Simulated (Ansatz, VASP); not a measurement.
**ZnS: VASP beside Ansatz**

```
CELL_PARAMETERS angstrom
-0.02705 2.69113 2.69113
2.69113 -0.02705 2.69113
2.69113 2.69113 -0.02705
ATOMIC_POSITIONS crystal
Zn 0.00000 0.00000 0.00000
S 0.75000 0.75000 0.75000
```

Change from the starting cell: equal xy, yz and zx shear strains of -1 %, crystal datasets.

Alike in both runs: task electric field gradients; functional PBEsol; k mesh 8 × 8 × 8; occupations fermi-dirac, width 0.01 eV; no spin polarisation.

|  | VASP | Ansatz |
| --- | --- | --- |
| version | VASP 6.6.1 | Ansatz 0.2.0 |
| potentials or method | VASP PAW PBE potentials, release 64 (Zn, S), cutoff 520 eV | all-electron PAW with datasets made for the crystal, scalar-relativistic |

Ansatz gave:

* gap on the k mesh at the Fermi level (eV): 1.93
* pressure (GPa): -2.1
* traceless stress, the component that is largest in VASP (GPa): 0.68
* rms of the force components (eV/Å): 0.054
* size of Vzz on the site where it differs most (V/Å²): 5.9

Question: What did VASP give for the same quantities?

Answer: gap on the k mesh at the Fermi level (eV): 1.93; pressure (GPa): -2.0; traceless stress, the component that is largest in VASP (GPa): 0.68; rms of the force components (eV/Å): 0.055; size of Vzz on the site where it differs most (V/Å²): 6.3.

VASP's potentials were made for PBE, not for PBEsol. Atom by atom the forces differ by 0.001 eV/Å (rms over components). Ansatz ran all-electron here, and VASP with PAW potentials.
